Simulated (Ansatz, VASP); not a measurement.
## ZnO in VASP and in Ansatz

Contents of INCAR:

```
  PREC = Accurate
  ENCUT = 600
  EDIFF = 1E-6
  ISMEAR = -1
  SIGMA = 0.05
  LREAL = F
  LASPH = T
  NELM = 120
  ALGO = Normal
  ISIF = 2
  LWAVE = F
  LCHARG = F
  GGA = LIBXC
  LIBXC1 = GGA_X_B88
  LIBXC2 = GGA_C_PBE
  NBANDS = 26
  GGA_COMPAT = F
```

The input KPOINTS:

```
Automatic mesh
0
Gamma
  9 9 5
```

POSCAR

```
ZnO
1.0
    3.2493080000      0.0000000000      0.0000000000
   -1.6246540000      2.8139832727      0.0000000000
    0.0000000000      0.0000000000      5.2057090000
Zn O
2 2
Direct
    0.6666666667      0.3333333333      0.0000000000
    0.3333333333      0.6666666667      0.5000000000
    0.3333333333      0.6666666667      0.8790100000
    0.6666666667      0.3333333333      0.3790100000
```

Contents of input.yaml:

```yaml
crystal:
  lattice:
    - [3.249308, 0.0, 0.0]
    - [-1.624654, 2.8139832727, 0.0]
    - [0.0, 0.0, 5.205709]
  atoms:
    - { symbol: Zn, position: [0.6666666667, 0.3333333333, 0.0] }
    - { symbol: Zn, position: [0.3333333333, 0.6666666667, 0.5] }
    - { symbol: O, position: [0.3333333333, 0.6666666667, 0.87901] }
    - { symbol: O, position: [0.6666666667, 0.3333333333, 0.37901] }
hamiltonian:
  xc: { exchange: b88, correlation: pbe }
  pseudopotentials: { kind: paw }
kpoints:
  mp_grid: { grid: [9, 9, 5] }
scf:
  occupations: { method: fermi_dirac, width: 0.05 }
output:
  forces: true
  stress: true
  eigenvalues: true
```

Alike in both runs: task single point; functional b88 exchange, pbe correlation; k mesh 9 × 9 × 5; occupations fermi-dirac, width 0.05 eV; no spin polarisation.

|  | VASP | Ansatz |
| --- | --- | --- |
| version | VASP 6.6.1 | Ansatz 0.2.0 |
| potentials or method | VASP PAW PBE potentials, release 64 (Zn, O) | Ansatz PAW |
| plane-wave cutoff (eV) | 600 | 420 |
| valence electrons in the cell | 36 | 36 |

```csv
,VASP,Ansatz,Ansatz less VASP
gap on the k mesh at the Fermi level (eV),0.81,0.82,+0.010
least direct gap on the mesh (eV),0.81,0.82,+0.010
pressure (GPa),5.3,4.5,-0.78
"traceless stress, the component that is largest in VASP (GPa)",1.17,1.13,-0.038
rms of the force components (eV/Å),0.042,0.040,-0.0020
```

VASP's potentials were made for PBE, not for b88 exchange, pbe correlation. Atom by atom the forces differ by 0.002 eV/Å (rms over components). With one functional, cell and mesh, what is left measures potentials, basis and numerics.

Noted on Ansatz's run: odd divisions of the mesh miss points on the zone boundary, where band edges often lie, so the gap on the mesh can be too wide.
